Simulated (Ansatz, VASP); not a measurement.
**HgTe: VASP beside Ansatz**

```
Hg Te
1.0
     0.00000    3.27185    3.17515
     3.27185    0.00000    3.17515
     3.27185    3.27185    0.00000
Hg Te
1 1
Direct
  0.00000 0.00000 0.00000
  0.75000 0.75000 0.75000
```

Change from the starting cell: strain +0.015 along x and y, -0.015 along z, atoms carried along.

Alike in both runs: task single point; functional PBE; k mesh 14 × 14 × 14; occupations gaussian, width 0.15 eV; no spin polarisation.

```csv
,VASP,Ansatz
version,VASP 6.6.1,Ansatz 0.2.0
potentials or method,"VASP PAW PBE potentials, release 64 (Hg, Te), cutoff 520 eV","scalar-relativistic, plane waves, PAW"
valence electrons in the cell,18,36
```

|  | VASP | Ansatz | Ansatz less VASP |
| --- | --- | --- | --- |
| gap on the k mesh at the Fermi level (eV) | none | none | - |
| pressure (GPa) | 3.3 | 3.3 | -0.07 |
| traceless stress, the component that is largest in VASP (GPa) | 0.24 | 0.24 | -0.001 |

A gap of «none» marks a metal or a gap that the smearing closes. The functional is the same, so the differences come from potentials, cutoffs and numerics. VASP's potentials hold 18 valence electrons a cell and Ansatz's 36, so a difference there can come from the potentials and not from the codes.

Spin-orbit coupling is off throughout.
